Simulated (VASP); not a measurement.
Wanted: the native input for a VASP 6.6.1 run.

| Quantity | Value |
| --- | --- |
| Task | relaxation of cell and atoms |
| Functional | PBE |
| Potentials or basis | VASP PAW PBE potentials, release 64 (Be, S) |
| Cutoff | 600 eV |
| k mesh | 6 × 6 × 6 |
| Occupations | gaussian, width 0.1 eV |
| Spin | no spin polarisation |
| Dipole correction | no |
| Further INCAR settings | ALGO = Normal; EDIFF = 1e-07; IBRION = 2; EDIFFG = -0.04; NSW = 90; ISIF = 3 |

The structure of Be4S lies in POSCAR:

```
Be4S
1.0
    3.6959690900      0.0000000000      0.0000000000
    0.0000000000      3.6959690900      0.0000000000
    0.0000000000      0.0000000000      3.6959690900
Be S
4 1
Direct
    0.8161040900      0.8161040900      0.8161040900
    0.1838959100      0.1838959100      0.8161040900
    0.1838959100      0.8161040900      0.1838959100
    0.8161040900      0.1838959100      0.1838959100
    0.5000000000      0.5000000000      0.5000000000
```

The cell was built from a structure type or drawn by symmetry, and may not be a known phase.

The input as run:

INCAR

```
SYSTEM = Be4S
  ALGO = Normal
  EDIFF = 1E-7
  EDIFFG = -0.04
  ENCUT = 600
  GGA = PE
  IBRION = 2
  ISIF = 3
  ISMEAR = 0
  LASPH = .True.
  LCHARG = .False.
  LREAL = .False.
  LWAVE = .False.
  NELM = 60
  NSW = 90
  PREC = Accurate
  SIGMA = 0.1
```

KPOINTS

```
k-points
0
Gamma
  6 6 6
  0 0 0
```

Potentials or basis: VASP PAW PBE potentials, release 64 (Be, S).

Run with:

```console
$ cat potpaw_PBE.64/Be/POTCAR potpaw_PBE.64/S/POTCAR > POTCAR
$ mpirun -np 1 vasp_std > vasp.out
```

Results of the run:

The relaxed volume is 11.56 Å³/atom. The relaxed cell is a = 3.866 Å, b = 3.866 Å, c = 3.866 Å, α = 90.00°, β = 90.00°, γ = 90.00°. The space group after relaxing (to 0.1 Å) is P-43m (No. 215) and the energy gained by relaxing is 161.8 meV/atom. The ionic steps are 4, the pressure after relaxing is -0.2 GPa and the largest force after relaxing is 0.008 eV/Å. The band gap on the k mesh is zero (bands 7 and 8 overlap by 3.40 eV).

Run time: 27 s on 1 thread of AMD EPYC 9R45 96-Core Processor (Zen 5), with other jobs on the host, peak memory 0.13 GiB.
